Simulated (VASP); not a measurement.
# NaCl (Pm-3m) in VASP: a series of runs, part 3 of 3

VASP 6.6.1. The steps go on from the part before.

## 4. Relaxation of cell and atoms, HSE06

This run uses another cell than the first one, of 20.70 Å³/atom.

POSCAR

```
NaCl
1.0
    3.4595453127      0.0000000000      0.0000000000
    0.0000000000      3.4595453127      0.0000000000
    0.0000000000      0.0000000000      3.4595453127
Na Cl
1 1
Direct
    0.0000000000      0.0000000000      0.0000000000
    0.5000000000      0.5000000000      0.5000000000
```

INCAR.step1

```
ALGO = Normal
EDIFF = 1E-5
ENCUT = 600
GGA = PE
ISMEAR = -1
LASPH = T
LCHARG = F
LREAL = F
LWAVE = T
NBANDS = 14
NELM = 80
PREC = Accurate
SIGMA = 0.02
```

INCAR.step2

```
ALGO = Normal
EDIFF = 1E-7
EDIFFG = -0.005
ENCUT = 600
GGA = PE
HFSCREEN = 0.2079
IBRION = 2
ISIF = 3
ISMEAR = -1
ISTART = 1
LASPH = T
LCHARG = F
LHFCALC = T
LREAL = F
LWAVE = F
NELM = 80
NSW = 80
PREC = Accurate
PRECFOCK = Normal
SIGMA = 0.02
```

KPOINTS

```
k-points
0
Gamma
  4 4 4
```

Potentials or basis: VASP PAW PBE potentials, release 64 (Na_pv, Cl).

Launch:

```sh
$ cat potpaw_PBE.64/Na_pv/POTCAR potpaw_PBE.64/Cl/POTCAR > POTCAR
$ cp INCAR.step1 INCAR
$ mpirun -np 1 vasp_std > vasp.out
$ cp INCAR.step2 INCAR
$ mpirun -np 1 vasp_std > vasp.out
```

OUTCAR:

```text
EDIFF = 1E-7
   EDIFFG = -0.005
   ENCUT = 600
   GGA = PE
   HFSCREEN = 0.2079
   IBRION = 2
   ISIF = 3
   ISMEAR = -1
   ISTART = 1
   LASPH = T
   LHFCALC = T
   LREAL = F
   NELM = 80
   NSW = 80
   PREC = Accurate
   PRECFOCK = Normal

 ion  position               nearest neighbor table
   1  0.000  0.000  0.000-
   2  0.500  0.500  0.500-

  LATTYP: Found a simple cubic cell.
 ALAT       =     3.4595453127

  Lattice vectors:

 A1 = (   3.4595453127,   0.0000000000,   0.0000000000)
 A2 = (   0.0000000000,   3.4595453127,   0.0000000000)
 A3 = (   0.0000000000,   0.0000000000,   3.4595453127)

Analysis of symmetry for initial positions (statically):
=====================================================================
 Subroutine PRICEL returns:
 Original cell was already a primitive cell.

 Routine SETGRP: Setting up the symmetry group for a
 simple cubic supercell.

 Subroutine GETGRP returns: Found 48 space group operations
 (whereof 48 operations were pure point group operations)
 out of a pool of 48 trial point group operations.

The static configuration has the point symmetry O_h .

Analysis of symmetry for dynamics (positions and initial velocities):
=====================================================================
 Subroutine PRICEL returns:
 Original cell was already a primitive cell.

 Routine SETGRP: Setting up the symmetry group for a
 simple cubic supercell.

 Subroutine GETGRP returns: Found 48 space group operations
 (whereof 48 operations were pure point group operations)
 out of a pool of 48 trial point group operations.

The dynamic configuration has the point symmetry O_h .

 Subroutine INISYM returns: Found 48 space group operations
 (whereof 48 operations are pure point group operations),
 and found     1 'primitive' translations

----------------------------------------------------------------------------------------

                                     Primitive cell

  volume of cell :      41.4054

  direct lattice vectors                    reciprocal lattice vectors
     3.459545313  0.000000000  0.000000000     0.289055327  0.000000000  0.000000000
     0.000000000  3.459545313  0.000000000     0.000000000  0.289055327  0.000000000
     0.000000000  0.000000000  3.459545313     0.000000000  0.000000000  0.289055327

  length of vectors
     3.459545313  3.459545313  3.459545313     0.289055327  0.289055327  0.289055327

  position of ions in fractional coordinates (direct lattice)
     0.000000000  0.000000000  0.000000000
     0.500000000  0.500000000  0.500000000

  ion indices of the primitive-cell ions
   primitive index   ion index
                 1           1
                 2           2

----------------------------------------------------------------------------------------

 KPOINTS: k-points

Automatic generation of k-mesh.
 Grid dimensions read from file:
 generate k-points for:    4    4    4

 Generating k-lattice:

  Cartesian coordinates                     Fractional coordinates (reciprocal lattice)
     0.072263832  0.000000000  0.000000000     0.250000000  0.000000000  0.000000000
     0.000000000  0.072263832  0.000000000     0.000000000  0.250000000  0.000000000
     0.000000000  0.000000000  0.072263832     0.000000000  0.000000000  0.250000000

  Length of vectors
     0.072263832  0.072263832  0.072263832

  Shift w.r.t. Gamma in fractional coordinates (k-lattice)
     0.000000000  0.000000000  0.000000000

 Subroutine IBZKPT returns following result:
 ===========================================

 Found     10 irreducible k-points:

 Following reciprocal coordinates:
            Coordinates               Weight
  0.000000  0.000000  0.000000      1.000000
  0.250000  0.000000  0.000000      6.000000
  0.500000  0.000000  0.000000      3.000000
  0.250000  0.250000  0.000000     12.000000
  0.500000  0.250000  0.000000     12.000000
  0.500000  0.500000  0.000000      3.000000
  0.250000  0.250000  0.250000      8.000000
  0.500000  0.250000  0.250000     12.000000
  0.500000  0.500000  0.250000      6.000000
  0.500000  0.500000  0.500000      1.000000
   k-points           NKPTS =     10   k-points in BZ     NKDIM =     64   number of bands    NBANDS=     11
   number of dos      NEDOS =    301   number of ions     NIONS =      2
   total plane-waves  NPLWV =  21952
   dimension x,y,z NGX =    28 NGY =   28 NGZ =   28
   dimension x,y,z NGXF=    56 NGYF=   56 NGZF=   56
   ions per type =               1   1
   NGX,Y,Z   is equivalent  to a cutoff of  13.46, 13.46, 13.46 a.u.
   NGXF,Y,Z  is equivalent  to a cutoff of  26.91, 26.91, 26.91 a.u.
 SYSTEM =  unknown system
   PREC   = accura    normal or accurate (medium, high low for compatibility)
   ISTART =      1    job   : 0-new  1-cont  2-samecut
   ICHARG =      0    charge: 1-file 2-atom 10-const
   ISPIN  =      1    spin polarized calculation?
   LNONCOLLINEAR =      F non collinear calculations
   LSORBIT =      F    spin-orbit coupling
   LASPH  =      T    aspherical Exc in radial PAW
   ENCUT  =  600.0 eV  44.10 Ry    6.64 a.u.   6.91  6.91  6.91*2*pi/ulx,y,z
   NELM   =     80;   NELMIN=  2; NELMDL=  0     # of ELM steps
   EDIFF  = 0.1E-06   stopping-criterion for ELM
   LREAL  =      F    real-space projection
   EDIFFG = -.5E-02   stopping-criterion for IOM
   NSW    =     80    number of steps for IOM
   IBRION =      2    ionic relax: 0-MD 1-quasi-New 2-CG
   NFREE  =      1    steps in history (QN), initial steepest desc. (CG)
   ISIF   =      3    stress and relaxation
   ISYM   =      3    0-nonsym 1-usesym 2-fastsym
   POTIM  = 0.5000    time-step for ionic-motion
   TEBEG  =    0.0;   TEEND  =   0.0 temperature during run
   PSTRESS=    0.0 pullay stress
   NELECT =      14.0000    total number of electrons
   NUPDOWN=      -1.0000    fix difference up-down
   EMIN   =  10.00;   EMAX   =-10.00  energy-range for DOS
   EFERMI =   0.00;   METHOD = LEGACY
   ISMEAR =    -1;   SIGMA  =   0.02  broadening in eV -4-tet -1-fermi 0-gaus
   EFERMI_NEDOS =   21; number of points for ismear=-14 and -15
   IALGO  =     38    algorithm
   IMIX   =      1    mixing-type and parameters
     AMIX     =   0.40;   BMIX     =  1.00
     AMIX_MAG =   1.60;   BMIX_MAG =  1.00
  volume/ion in A,a.u.               =      20.70       139.71
  Fermi-wavevector in a.u.,A,eV,Ry     =   1.140508  2.155248 17.697906  1.300759
  Thomas-Fermi vector in A             =   2.277210
   LORBIT       =      0    0 simple, 1 ext, 2 COOP (PROOUT), +10 PAW based schemes
   GGA     = PE    functional components
   LHFCALC =     T    Hartree Fock is set to
   PRECFOCK=normal    Normal, Fast or Accurate (Low or Medium for compatibility)
   ENCUT4O =  -1.0   cutoff for four orbital integrals eV
   NKREDX  =     1    reduce k-point grid by
   NKREDY  =     1    reduce k-point grid by
   NKREDZ  =     1    reduce k-point grid by
   AEXX    =    0.2500 exact exchange contribution
   HFSCREEN=    0.2079 screening length (either q_TF or 0.3 A-1)
   HFSCREENC=   0.2079 screening length for correlation (either q_TF or 0.3 A-1)
   ENCUTFOCK=  -1.0 apply spherical cutoff to Coloumb kernel
   IVDW    =     0    specifies the selected vdW correction
   LEPSILON=     F    determine dielectric tensor
   LRPA    =     F    only Hartree local field effects (RPA)
 conjugate gradient relaxation of ions
 non-spin polarized calculation
  energy-cutoff  :      600.00
  volume of cell :       41.41
 maximum number of plane-waves:      1406
 NGX is ok and might be reduce to    28
  NGX = 24; NGY = 24; NGZ = 24

--------------------------------------- Ionic step        1  -------------------------------------------

 number of electron      13.9999999 magnetization

 Free energy of the ion-electron system (eV)
  ---------------------------------------------------
  ext. energy  EPLUGINS =         0.00000000
  ---------------------------------------------------
  free energy    TOTEN  =        -7.54813148 eV

  energy without entropy =       -7.54813148  energy(sigma->0) =       -7.54813148

------------------------ aborting loop because EDIFF is reached ----------------------------------------

  FORCE on cell =-STRESS in cart. coord.  units (eV):
  Direction    XX          YY          ZZ          XY          YZ          ZX
  --------------------------------------------------------------------------------------
  -------------------------------------------------------------------------------------
  Total        0.1729003      0.1729003      0.1729003     -0.0000000     -0.0000000      0.0000000
  in kB        6.6903558      6.6903558      6.6903558     -0.0000000     -0.0000000      0.0000000
  external PRESSURE =       6.6903558 kB  Pullay stress =       0.0000000 kB
[... 57 lines left out ...]
  energy  without entropy=       -7.5496987731  energy(sigma->0) =       -7.54969877

--------------------------------------- Ionic step        3  -------------------------------------------

 number of electron      13.9999987 magnetization

 Free energy of the ion-electron system (eV)
  ---------------------------------------------------
  ext. energy  EPLUGINS =         0.00000000
  ---------------------------------------------------
  free energy    TOTEN  =        -7.55012330 eV

  energy without entropy =       -7.55012330  energy(sigma->0) =       -7.55012330

 E-fermi :   0.0810     XC(G=0):  -7.0498

 val. band max:       -0.3946889651   @ k =   0.5000   0.5000   0.0000
 cond. band min:       4.9433922830   @ k =   0.0000   0.0000   0.0000
 fundamental gap:      5.3380812481
 Fermi energy:         0.0810376774

 k-point     1 :       0.0000    0.0000    0.0000
  band No.  band energies     occupation
      1     -24.6209      2.00000
      2     -24.6209      2.00000
      3     -24.6209      2.00000
      4     -15.0742      2.00000
      5      -0.9388      2.00000
      6      -0.9388      2.00000
      7      -0.9388      2.00000
      8       4.9434      0.00000
      9       9.5150      0.00000
     10       9.5150      0.00000
     11      17.1402      0.00000
[... 153 lines left out ...]
  FREE ENERGIE OF THE ION-ELECTRON SYSTEM (eV)
  ---------------------------------------------------
  free  energy   TOTEN  =        -7.5501233023 eV

  energy  without entropy=       -7.5501233023  energy(sigma->0) =       -7.55012330

 reached required accuracy - stopping structural energy minimisation
```

OSZICAR.step1:

```text
N       E                     dE             d eps       ncg     rms          rms(c)
DAV:   1     0.110679961063E+03    0.11068E+03   -0.72997E+03   280   0.111E+03
DAV:   2     0.273936191060E+01   -0.10794E+03   -0.97787E+02   304   0.302E+02
DAV:   3    -0.654536956071E+01   -0.92847E+01   -0.92238E+01   364   0.788E+01
DAV:   4    -0.670155744003E+01   -0.15619E+00   -0.15612E+00   280   0.104E+01
DAV:   5    -0.670465923688E+01   -0.31018E-02   -0.31014E-02   394   0.155E+00    0.233E+00
DAV:   6    -0.648298468111E+01    0.22167E+00   -0.29511E-01   350   0.344E+00    0.166E+00
DAV:   7    -0.645327598070E+01    0.29709E-01   -0.92931E-02   392   0.188E+00    0.115E+00
DAV:   8    -0.645348044554E+01   -0.20446E-03   -0.10756E-02   292   0.957E-01    0.431E-01
DAV:   9    -0.645324586535E+01    0.23458E-03   -0.44130E-04   346   0.162E-01    0.197E-01
DAV:  10    -0.645331145051E+01   -0.65585E-04   -0.22582E-04   286   0.116E-01    0.268E-02
DAV:  11    -0.645330932496E+01    0.21255E-05   -0.93811E-06   352   0.281E-02
   1 F= -.64533093E+01 E0= -.64533093E+01  d E =-.233540E-11
```

Run time: 22 min. Hardware: 1 thread of Intel Xeon 8259CL, shared host; peak memory 0.26 GiB.

What came out:

| Item | Value |
| --- | --- |
| Free energy | -7.5501 eV |
| Relaxed volume | 21.18 Å³/atom |
| Relaxed cell | a = 3.486 Å, b = 3.486 Å, c = 3.486 Å, α = 90.00°, β = 90.00°, γ = 90.00° |
| Space group after relaxing (to 0.1 Å) | Pm-3m (No. 221) |
| Energy gained by relaxing | 1.0 meV/atom |
| Ionic steps | 3 |
| Pressure after relaxing | 0.0 GPa |
| Band gap on the k mesh | 5.34 eV (least direct gap 5.88 eV) |

The path:
```tsv
step	energy change (eV)	largest force (eV/Å)	pressure (GPa)	volume (Å³)
1	0.0000	0.0000	0.67	41.41
2	-0.0016	0.0000	0.30	41.93
3	-0.0020	0.0000	0.01	42.36
```

Final structure:
```
Na Cl
1.0
     3.48580    0.00000    0.00000
     0.00000    3.48580    0.00000
     0.00000    0.00000    3.48580
Na Cl
1 1
Direct
  0.00000 0.00000 0.00000
  0.50000 0.50000 0.50000
```

Levels at points of the mesh, in eV from the valence-band top:
| k point | band 4 | band 5 | band 6 | band 7 | band 8 | band 9 | band 10 | band 11 |
| --- | --- | --- | --- | --- | --- | --- | --- | --- |
| (0.00, 0.00, 0.00) | -14.68 | -0.54 | -0.54 | -0.54 | 5.34 | 9.91 | 9.91 | 17.53 |
| (0.50, 0.00, 0.00) | -14.28 | -3.20 | -0.28 | -0.28 | 8.32 | 10.19 | 11.95 | 13.42 |
| (0.50, 0.50, 0.00) | -13.98 | -2.49 | -2.49 | 0.00 | 6.84 | 11.37 | 12.67 | 12.67 |
| (0.50, 0.50, 0.50) | -13.67 | -2.04 | -2.04 | -2.04 | 8.43 | 8.43 | 8.43 | 13.38 |

Caveat: the k points lie up to 0.45 Å⁻¹ apart in the final cell; the PAW data sets were made with another functional, which shifts forces and pressure a little. A k mesh can miss the band edges.

## 5. Summary

| task | level | cell | k mesh | cutoff (eV) | grid for exact exchange (PRECFOCK) | share of exact exchange | screening parameter | gap on the mesh (eV) | pressure (GPa) | relaxed volume (Å³/atom) |
| --- | --- | --- | --- | --- | --- | --- | --- | --- | --- | --- |
| relaxation of cell and atoms | r2SCAN | relaxed from a = 3.506 Å, 2 atoms | 6 × 6 × 6 | 600 | - | - | - | 4.99 | 0.0 | 20.51 |
| single point | HSE06 | a = 3.486 Å, 2 atoms | 4 × 4 × 4 | 520 | Normal | 0.25 | 0.2079 1/Å | 5.34 | 0.0 | - |
| relaxation of cell and atoms | HSE06 | relaxed from a = 3.460 Å, 2 atoms | 4 × 4 × 4 | 600 | Normal | 0.25 | 0.2079 1/Å | 5.34 | 0.0 | 21.18 |

Alike in all rows: potentials or basis VASP PAW PBE potentials, release 64 (Na_pv, Cl); no spin polarisation; smearing fermi-dirac 0.02 eV.

Caveats: some runs use coarse meshes; the PAW data sets were made with another functional, which shifts forces and pressure a little.

Total energies depend on the potentials used, so only differences within one code and one set of settings carry meaning.
